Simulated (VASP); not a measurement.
Si:

```
CELL_PARAMETERS angstrom
-1.18102 1.18102 1.18102
1.18102 -1.18102 1.18102
1.18102 1.18102 -1.18102
ATOMIC_POSITIONS crystal
Si 0.00000 0.00000 0.00000
```

Base run:

```yaml
Program: VASP 6.6.1
Functional: PBE
Potentials_or_basis: VASP PAW PBE potentials, release 64 (Si)
Cutoff: 500 eV
k_mesh: 17 × 17 × 17, shifted
Occupations: fermi-dirac, width 0.05 eV
Spin: no spin polarisation
```

Its results: band gap on the k mesh zero (band 2 reaches 40.43 eV, above the bottom of band 3 at 18.49 eV); pressure 387.3 GPa.

After a change of settings the same cell gave: band gap on the k mesh zero (band 2 reaches 41.47 eV, above the bottom of band 3 at 18.21 eV); pressure 384.6 GPa. Which change was it?
A. cutoff from 500 eV to 520 eV; k mesh from 17 × 17 × 17, shifted to 17 × 17 × 17; further incar settings from ALGO = Normal; EDIFF = 1e-06; NBANDS = 8 to ALGO = Normal; EDIFF = 1e-07; NBANDS = 8
B. k mesh from 17 × 17 × 17, shifted to 21 × 21 × 21; occupations from fermi-dirac, width 0.05 eV to tetrahedron
C. functional from PBE to r2SCAN; cutoff from 500 eV to 550 eV

C.

Caveats: the PAW data sets were made with another functional, which shifts forces and pressure a little (some runs).
